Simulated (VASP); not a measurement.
# Ga3Sb in VASP: further runs

Runs on Ga3Sb. Level: PBE. Tasks: single point, relaxation of cell and atoms.

Everything below comes from runs of VASP 6.6.1. Logs are shortened: lines on timing, memory, paths and dates and some standing lists are left out, and cuts for length are marked.

### 1 The cell of the first run

It takes space group P6mm (No. 183, hexagonal). The conventional cell has a = 5.551 Å, b = 5.551 Å, c = 3.360 Å, α = 90.00°, β = 90.00°, γ = 120.00°. Ga (site symmetry 2mm) has 6 Ga at 2.78 to 3.36 Å and 4 Sb at 3.24 to 3.25 Å within 3.7 Å. Within 4.3 Å of Sb (site symmetry 6mm) lie 12 Ga at 3.24 to 3.25 Å and 2 Sb at 3.36 Å.

### 2 Single point, PBE

The input, INCAR:

```
SYSTEM = Ga3Sb
ALGO = Normal ; EDIFF = 1E-6
ENCUT = 520 ; GGA = PE
ISIF = 2 ; ISMEAR = 0
LASPH = .True. ; LCHARG = .False.
LREAL = .False. ; LWAVE = .False.
NBANDS = 30 ; NELM = 80
PREC = Accurate ; SIGMA = 0.1
```

The input, KPOINTS:

```
k-points
0
Gamma
  6 6 4
  0 0 0
```

The input, POSCAR:

```
Ga3Sb
1.0
    5.5513739043      0.0000000032      0.0000000000
   -2.7756869549      4.8076308255      0.0000000000
    0.0000000000      0.0000000000      3.3597827938
Ga Sb
3 1
Direct
    0.5000000000      0.0000000000      0.3430855634
    0.0000000000      0.5000000000      0.3430855634
    0.5000000000      0.5000000000      0.3430855634
    0.0000000000      0.0000000000     -0.1545060103
```

Potentials or basis: VASP PAW PBE potentials, release 64 (Ga_d, Sb).

Started as:

```
$ cat potpaw_PBE.64/Ga_d/POTCAR potpaw_PBE.64/Sb/POTCAR > POTCAR
$ mpirun -np 1 vasp_std > vasp.out
```

OUTCAR:

```text
SYSTEM = Ga3Sb
   EDIFF = 1E-6
   ENCUT = 520
   GGA = PE
   ISIF = 2
   ISMEAR = 0
   LASPH = .True.
   LREAL = .False.
   NELM = 80
   PREC = Accurate

 ion  position               nearest neighbor table
   1  0.500  0.000  0.343-   3 2.78   3 2.78   2 2.78   2 2.78   4 3.24   4 3.24   4 3.25   4 3.25

   2  0.000  0.500  0.343-   3 2.78   3 2.78   1 2.78   1 2.78   4 3.24   4 3.24   4 3.25   4 3.25

   3  0.500  0.500  0.343-   2 2.78   2 2.78   1 2.78   1 2.78   4 3.24   4 3.24   4 3.25   4 3.25

   4  0.000  0.000  0.845-   1 3.24   1 3.24   2 3.24   2 3.24   3 3.24   3 3.24   1 3.25   1 3.25
                             2 3.25   2 3.25   3 3.25   3 3.25

  LATTYP: Found a hexagonal cell.
 ALAT       =     5.5513739043
 C/A-ratio  =     0.6052164476

  Lattice vectors:

 A1 = (   5.5513739043,   0.0000000032,   0.0000000000)
 A2 = (  -2.7756869549,   4.8076308255,   0.0000000000)
 A3 = (   0.0000000000,   0.0000000000,   3.3597827938)

Analysis of symmetry for initial positions (statically):
=====================================================================
 Subroutine PRICEL returns:
 Original cell was already a primitive cell.

 Routine SETGRP: Setting up the symmetry group for a
 hexagonal supercell.

 Subroutine GETGRP returns: Found 12 space group operations
 (whereof 12 operations were pure point group operations)
 out of a pool of 24 trial point group operations.

The static configuration has the point symmetry C_6v.

Analysis of symmetry for dynamics (positions and initial velocities):
=====================================================================
 Subroutine PRICEL returns:
 Original cell was already a primitive cell.

 Routine SETGRP: Setting up the symmetry group for a
 hexagonal supercell.

 Subroutine GETGRP returns: Found 12 space group operations
 (whereof 12 operations were pure point group operations)
 out of a pool of 24 trial point group operations.

The dynamic configuration has the point symmetry C_6v.

 Subroutine INISYM returns: Found 12 space group operations
 (whereof 12 operations are pure point group operations),
 and found     1 'primitive' translations

----------------------------------------------------------------------------------------

                                     Primitive cell

  volume of cell :      89.6691

  direct lattice vectors                    reciprocal lattice vectors
     5.551373904  0.000000003  0.000000000     0.180135587  0.104001330  0.000000000
    -2.775686955  4.807630826  0.000000000    -0.000000000  0.208002660  0.000000000
     0.000000000  0.000000000  3.359782794     0.000000000  0.000000000  0.297638288

  length of vectors
     5.551373904  5.551373904  3.359782794     0.208002660  0.208002660  0.297638288

  position of ions in fractional coordinates (direct lattice)
     0.500000000  0.000000000  0.343085563
     0.000000000  0.500000000  0.343085563
     0.500000000  0.500000000  0.343085563
     0.000000000  0.000000000  0.845493990

  ion indices of the primitive-cell ions
   primitive index   ion index
                 1           1
                 2           2
                 3           3
                 4           4

----------------------------------------------------------------------------------------

 KPOINTS: k-points

Automatic generation of k-mesh.
 Grid dimensions read from file:
 generate k-points for:    6    6    4

 Generating k-lattice:

  Cartesian coordinates                     Fractional coordinates (reciprocal lattice)
     0.030022598  0.017333555  0.000000000     0.166666667  0.000000000  0.000000000
    -0.000000000  0.034667110  0.000000000    -0.000000000  0.166666667  0.000000000
     0.000000000  0.000000000  0.074409572     0.000000000  0.000000000  0.250000000

  Length of vectors
     0.034667110  0.034667110  0.074409572

  Shift w.r.t. Gamma in fractional coordinates (k-lattice)
     0.000000000  0.000000000  0.000000000

 Subroutine IBZKPT returns following result:
 ===========================================

 Found     21 irreducible k-points:

 Following reciprocal coordinates:
            Coordinates               Weight
  0.000000  0.000000  0.000000      1.000000
  0.166667 -0.000000  0.000000      6.000000
  0.333333  0.000000  0.000000      6.000000
  0.500000  0.000000  0.000000      3.000000
  0.166667  0.166667  0.000000      6.000000
  0.333333  0.166667  0.000000     12.000000
[... 13 lines left out ...]
  0.333333  0.166667  0.500000     12.000000
  0.333333  0.333333  0.500000      2.000000
   k-points           NKPTS =     21   k-points in BZ     NKDIM =     21   number of bands    NBANDS=     30
   number of dos      NEDOS =    301   number of ions     NIONS =      4
   total plane-waves  NPLWV =  49392
   dimension x,y,z NGX =    42 NGY =   42 NGZ =   28
   dimension x,y,z NGXF=    84 NGYF=   84 NGZF=   56
   ions per type =               3   1
[... 42 lines left out ...]
 NGX is ok and might be reduce to    42

 number of electron      44.0000009 magnetization

 Free energy of the ion-electron system (eV)
  ---------------------------------------------------
  ext. energy  EPLUGINS =         0.00000000
  ---------------------------------------------------
  free energy    TOTEN  =       -12.51556302 eV

  energy without entropy =      -12.50558398  energy(sigma->0) =      -12.51057350

 E-fermi :   5.8148     XC(G=0): -10.3720

 val. band max:        5.7306580873   @ k =   0.5000   0.0000   0.0000
 cond. band min:       5.8258217002   @ k =   0.3333   0.0000   0.2500
 fundamental gap:      0.0951636129
 Fermi energy:         5.8148204892

 k-point     1 :       0.0000    0.0000    0.0000
  band No.  band energies     occupation
      1      -9.3753      2.00000
      2      -9.2978      2.00000
      3      -9.2978      2.00000
      4      -9.2170      2.00000
      5      -9.1811      2.00000
      6      -9.1316      2.00000
[... 22 lines left out ...]
     29      13.4529      0.00000
     30      13.7158      0.00000

 k-point     2 :       0.1667   -0.0000    0.0000
  band No.  band energies     occupation
      1      -9.3536      2.00000
      2      -9.2912      2.00000
      3      -9.2727      2.00000
      4      -9.2078      2.00000
      5      -9.1718      2.00000
      6      -9.1302      2.00000
[... 22 lines left out ...]
     29      12.9594      0.00000
     30      13.3038      0.00000

 k-point     3 :       0.3333    0.0000    0.0000
  band No.  band energies     occupation
      1      -9.3166      2.00000
      2      -9.2554      2.00000
      3      -9.2052      2.00000
      4      -9.1825      2.00000
      5      -9.1536      2.00000
      6      -9.1191      2.00000
[... 22 lines left out ...]
     29      12.5043      0.00000
     30      12.7312      0.00000

 k-point     4 :       0.5000    0.0000    0.0000
  band No.  band energies     occupation
      1      -9.3074      2.00000
      2      -9.1964      2.00000
      3      -9.1528      2.00000
      4      -9.1500      2.00000
      5      -9.1478      2.00000
      6      -9.1312      2.00000
[... 22 lines left out ...]
     29      12.4938      0.00000
     30      12.5257      0.00000

 k-point     5 :       0.1667    0.1667    0.0000
  band No.  band energies     occupation
      1      -9.3163      2.00000
      2      -9.2798      2.00000
      3      -9.2262      2.00000
      4      -9.1885      2.00000
      5      -9.1560      2.00000
      6      -9.1282      2.00000
[... 22 lines left out ...]
     29      12.0873      0.00000
     30      13.6024      0.00000
[... 427 lines left out ...]
     29      10.1861      0.00000
     30      11.8906      0.00000

 k-point    19 :       0.1667    0.1667    0.5000
  band No.  band energies     occupation
      1      -9.2935      2.00000
      2      -9.2686      2.00000
      3      -9.2112      2.00000
      4      -9.2067      2.00000
      5      -9.1844      2.00000
      6      -9.1558      2.00000
[... 22 lines left out ...]
     29      11.8059      0.00000
     30      12.0867      0.00000

 k-point    20 :       0.3333    0.1667    0.5000
  band No.  band energies     occupation
      1      -9.2683      2.00000
      2      -9.2136      2.00000
      3      -9.1930      2.00000
      4      -9.1667      2.00000
      5      -9.1436      2.00000
      6      -9.1243      2.00000
[... 22 lines left out ...]
     29      10.9551      0.00000
     30      12.5298      0.00000

 k-point    21 :       0.3333    0.3333    0.5000
  band No.  band energies     occupation
      1      -9.2299      2.00000
      2      -9.1776      2.00000
      3      -9.1776      2.00000
      4      -9.1776      2.00000
      5      -9.1538      2.00000
      6      -9.1538      2.00000
[... 22 lines left out ...]
     29      12.6908      0.00000
     30      12.6909      0.00000

------------------------ aborting loop because EDIFF is reached ----------------------------------------

  FORCE on cell =-STRESS in cart. coord.  units (eV):
  Direction    XX          YY          ZZ          XY          YZ          ZX
  --------------------------------------------------------------------------------------
  -------------------------------------------------------------------------------------
  Total        0.1873495      0.1873495     -0.2743364      0.0000000      0.0000000     -0.0000000
  in kB        3.3474981      3.3474981     -4.9017513      0.0000000      0.0000000     -0.0000000
  external PRESSURE =       0.5977483 kB  Pullay stress =       0.0000000 kB

 VOLUME and BASIS-vectors are now :
 -----------------------------------------------------------------------------
  energy-cutoff  :      520.00
  volume of cell :       89.67
      direct lattice vectors                 reciprocal lattice vectors
     5.551373904  0.000000003  0.000000000     0.180135587  0.104001330  0.000000000
    -2.775686955  4.807630826  0.000000000    -0.000000000  0.208002660  0.000000000
     0.000000000  0.000000000  3.359782794     0.000000000  0.000000000  0.297638288

 POSITION                                       TOTAL-FORCE (eV/Angst)
 -----------------------------------------------------------------------------------
      2.77569      0.00000      1.15269         0.000000      0.000000      0.002510
     -1.38784      2.40382      1.15269        -0.000000     -0.000000      0.002510
      1.38784      2.40382      1.15269         0.000000     -0.000000      0.002510
      0.00000      0.00000      2.84068        -0.000000      0.000000     -0.007529
 -----------------------------------------------------------------------------------
    total drift:                               -0.000000     -0.000000      0.000234

  FREE ENERGIE OF THE ION-ELECTRON SYSTEM (eV)
  ---------------------------------------------------
  free  energy   TOTEN  =       -12.5155630159 eV

  energy  without entropy=      -12.5055839798  energy(sigma->0) =      -12.51057350
```

Wall time 22 s (1 thread of Intel Xeon 6975P-C (Granite Rapids), shared host); peak memory 0.23 GiB.

Results:

| Quantity | Value |
| --- | --- |
| Free energy | -12.5156 eV |
| Pressure | 0.1 GPa |
| Largest force | 0.008 eV/Å |
| Band gap on the k mesh | zero (band 22 reaches 8.50 eV, above the bottom of band 23 at 3.77 eV) |

Forces on the atoms (eV/Å):
```
Ga   0.000  0.000  0.003
Ga   0.000  0.000  0.003
Ga   0.000  0.000  0.003
Sb   0.000  0.000 -0.008
```

Caveat: the k points lie up to 0.47 Å⁻¹ apart; spin-orbit coupling is left out, which moves the levels of the heavy elements.

### 3 Single point, PBE

This run uses another cell than the first one, of 22.92 Å³/atom, 1.023 times its volume.

The input, INCAR:

```
  PREC = Accurate
  ENCUT = 520
  EDIFF = 1E-6
  ISMEAR = 0
  SIGMA = 0.1
  LREAL = F
  LASPH = T
  NELM = 100
  ALGO = Fast
  ISIF = 2
  LWAVE = F
  LCHARG = F
  GGA = PE
  NBANDS = 30
```

The input, KPOINTS:

```
regular mesh
0
Gamma
  6 6 6
```

The input, POSCAR:

```
Ga3Sb
1.0
    5.5156043941      0.0000000000      0.0000000000
   -2.7578021971      4.7766535225      0.0000000000
    0.0000000000      0.0000000000      3.4805585154
Ga Sb
3 1
Direct
    0.5000000000      0.0000000000      0.0000000000
    0.0000000000      0.5000000000      0.0000000000
    0.5000000000      0.5000000000      0.0000000000
    0.0000000000      0.0000000000      0.5000000000
```

Potentials or basis: VASP PAW PBE potentials, release 64 (Ga_d, Sb).

Started as:

```
$ cat potpaw_PBE.64/Ga_d/POTCAR potpaw_PBE.64/Sb/POTCAR > POTCAR
$ mpirun -np 1 vasp_std > vasp.out
```

Run time: 37 s. Hardware: 1 thread of Intel Xeon 6975P-C (Granite Rapids), shared host; peak memory 0.24 GiB.

Results (log left out):

```
Free energy            : -12.3401 eV
Pressure               : 0.0 GPa
Band gap on the k mesh : zero (band 22 reaches 7.67 eV, above the bottom of band 23 at 3.14 eV)
```

Stress tensor (GPa, compression positive):
```
 0.02  0.00  0.00
 0.00  0.02  0.00
 0.00  0.00 -0.07
```

Levels at points of the mesh, in eV from the Fermi level:
| k point | band 19 | band 20 | band 21 | band 22 | band 23 | band 24 | band 25 | band 26 |
| --- | --- | --- | --- | --- | --- | --- | --- | --- |
| (0.00, 0.00, 0.00) | -3.96 | -3.73 | -3.73 | -3.28 | 0.90 | 4.78 | 5.52 | 5.52 |
| (0.50, 0.00, 0.00) | -5.52 | 0.02 | 0.35 | 0.57 | 1.92 | 1.98 | 3.61 | 4.03 |
| (0.00, 0.00, 0.50) | -1.97 | -1.97 | -1.67 | -1.42 | -0.73 | -0.73 | -0.72 | -0.72 |
| (0.50, 0.00, 0.50) | -3.78 | -3.39 | -3.08 | -1.73 | -0.47 | 2.31 | 3.54 | 3.80 |

Caveat: spin-orbit coupling is left out, which moves the levels of the heavy elements.

### 4 Relaxation of cell and atoms, PBE

The input, INCAR:

```
  PREC = Accurate
  ENCUT = 600
  EDIFF = 1E-7
  ISMEAR = 0
  SIGMA = 0.1
  LREAL = False
  LASPH = True
  NELM = 100
  ALGO = Normal
  ISIF = 3
  LWAVE = False
  LCHARG = False
  GGA = PE
  IBRION = 2
  NSW = 90
  EDIFFG = -0.04
```

The input, KPOINTS:

```
Automatic mesh
0
Gamma
  6 6 6
```

The input, POSCAR:

```
Ga3Sb
1.0
    5.5513739043      0.0000000000      0.0000000000
   -2.7756869522      4.8076308270      0.0000000000
    0.0000000000      0.0000000000      3.3597827938
Ga Sb
3 1
Direct
    0.5000000000      0.0000000000      0.0000000000
    0.0000000000      0.5000000000      0.0000000000
    0.5000000000      0.5000000000      0.0000000000
    0.0000000000      0.0000000000      0.5000000000
```

Started as:

```
$ cat potpaw_PBE.64/Ga_d/POTCAR potpaw_PBE.64/Sb/POTCAR > POTCAR
$ mpirun -np 1 vasp_std > vasp.out
```

It took 2.6 min on 1 thread of Intel Xeon 6975P-C (Granite Rapids), shared host; peak memory 0.29 GiB.

It converged, with:

```
Free energy                            : -12.3390 eV
Relaxed volume                         : 23.01 Å³/atom
Relaxed cell                           : a = 5.520 Å, b = 5.520 Å, c = 3.488 Å, α = 90.00°, β = 90.00°, γ = 120.00°
Space group after relaxing (to 0.05 Å) : P6/mmm (No. 191)
Energy gained by relaxing              : 4.5 meV/atom
Ionic steps                            : 5
Pressure after relaxing                : -0.2 GPa
```

Stress tensor (GPa, compression positive):
```
-0.15  0.00  0.00
 0.00 -0.15  0.00
 0.00  0.00 -0.28
```

Step by step:
```csv
step,energy change (eV),largest force (eV/Å),pressure (GPa),volume (Å³)
1,0.0000,0.0000,0.68,89.67
2,-0.0102,0.0000,0.08,90.90
3,-0.0146,0.0000,-0.59,92.63
4,-0.0180,0.0000,-0.18,92.01
5,-0.0180,0.0000,-0.19,92.03
```

Final structure:
```yaml
crystal:
  lattice:
    - [5.51977, 0.00000, 0.00000]
    - [-2.75989, 4.78026, 0.00000]
    - [0.00000, 0.00000, 3.48792]
  atoms:
    - { symbol: Ga, position: [0.50000, 0.00000, 0.00000] }
    - { symbol: Ga, position: [0.00000, 0.50000, 0.00000] }
    - { symbol: Ga, position: [0.50000, 0.50000, 0.00000] }
    - { symbol: Sb, position: [0.00000, 0.00000, 0.50000] }
```

Levels at points of the mesh, in eV from the Fermi level:
```
           k point  band 18  band 19  band 20  band 21  band 22  band 23  band 24  band 25  band 26
(0.00, 0.00, 0.00)    -3.94    -3.94    -3.72    -3.72    -3.26     0.88     4.76     5.50     5.50
(0.50, 0.00, 0.00)    -6.13    -5.50     0.02     0.36     0.57     1.90     1.99     3.59     4.03
(0.00, 0.00, 0.50)    -2.11    -1.98    -1.98    -1.65    -1.41    -0.73    -0.73    -0.71    -0.71
(0.50, 0.00, 0.50)    -6.48    -3.76    -3.38    -3.09    -1.72    -0.46     2.31     3.53     3.79
```

Caveat: the bands computed are all filled at some k points, so no gap is given; spin-orbit coupling is left out, which moves the levels of the heavy elements.

### 5 Single point, PBE

This run uses another cell than the first one, of the same volume but with other edges.

The input, INCAR:

```
SYSTEM = Ga3Sb
PREC = Accurate ; ENCUT = 520
EDIFF = 1E-7 ; ISMEAR = 0
SIGMA = 0.1 ; LREAL = .False.
LASPH = .True. ; NELM = 60
ALGO = Fast ; ISIF = 2
LWAVE = .False. ; LCHARG = .True.
GGA = PE ; LELF = .True.
LVHAR = .True. ; NBANDS = 30
```

The input, KPOINTS:

```
regular mesh
0
Gamma
  12 12 14
  0 0 0
```

The input, POSCAR:

```
Ga3Sb
1.0
    5.7633628463      0.0000000000      0.0000000000
   -2.8816814232      4.9912186361      0.0000000000
    0.0000000000      0.0000000000      3.1122866097
Ga Sb
3 1
Direct
    0.5000000000      0.0000000000      0.0000000000
    0.0000000000      0.5000000000      0.0000000000
    0.5000000000      0.5000000000      0.0000000000
    0.0000000000      0.0000000000      0.5000000000
```

Started as:

```
$ cat potpaw_PBE.64/Ga_d/POTCAR potpaw_PBE.64/Sb/POTCAR > POTCAR
$ mpirun -np 1 vasp_std > vasp.out
```

Run time: 3.3 min. Hardware: 1 thread of Intel Xeon 6975P-C (Granite Rapids), shared host; peak memory 0.48 GiB.

Results (log left out):

```yaml
Free_energy: -12.4941 eV
Pressure: 0.0 GPa
Band_gap_on_the_k_mesh: zero (band 22 reaches 8.39 eV, above the bottom of band 23 at 3.61 eV)
```

Levels at points of the mesh, in eV from the Fermi level:
```tsv
k point	band 18	band 19	band 20	band 21	band 22	band 23	band 24	band 25	band 26	band 27
(0.00, 0.00, 0.00)	-4.57	-4.57	-4.46	-4.46	-3.36	3.49	5.42	5.42	6.68	7.20
(0.50, 0.00, 0.00)	-6.51	-6.05	-0.80	-0.53	-0.03	1.17	3.07	3.23	4.28	6.15
(0.00, 0.00, 0.50)	-2.45	-1.78	-1.71	-1.71	-1.31	-0.50	-0.50	-0.31	-0.31	0.36
(0.50, 0.00, 0.50)	-5.91	-3.64	-3.29	-2.63	-1.65	-0.87	2.00	2.99	3.29	3.56
```

Caveat: spin-orbit coupling is left out, which moves the levels of the heavy elements.

### 6 The runs side by side

```tsv
task	cell	k mesh	cutoff (eV)	gap on the mesh (eV)	pressure (GPa)
single point	a = 5.551, b = 5.551, c = 3.360 Å, angles 90.0, 90.0, 120.0°, 4 atoms	6 × 6 × 4	520	none	0.1
single point	a = 5.516, b = 5.516, c = 3.481 Å, angles 90.0, 90.0, 120.0°, 4 atoms	6 × 6 × 6	520	none	0.0
relaxation of cell and atoms	relaxed from a = 5.551, b = 5.551, c = 3.360 Å, angles 90.0, 90.0, 120.0°, 4 atoms	6 × 6 × 6	600	-	-0.2
single point	a = 5.763, b = 5.763, c = 3.112 Å, angles 90.0, 90.0, 120.0°, 4 atoms	12 × 12 × 14	520	none	0.0
```

Alike in all rows: level PBE; potentials or basis VASP PAW PBE potentials, release 64 (Ga_d, Sb); no spin polarisation; smearing gaussian 0.1 eV.

Caveats: some runs use coarse meshes; spin-orbit coupling is left out, which moves the levels of the heavy elements; the bands computed are all filled at some k points, so no gap is given (some runs).

Total energies depend on the potentials used, so only differences within one code and one set of settings carry meaning.
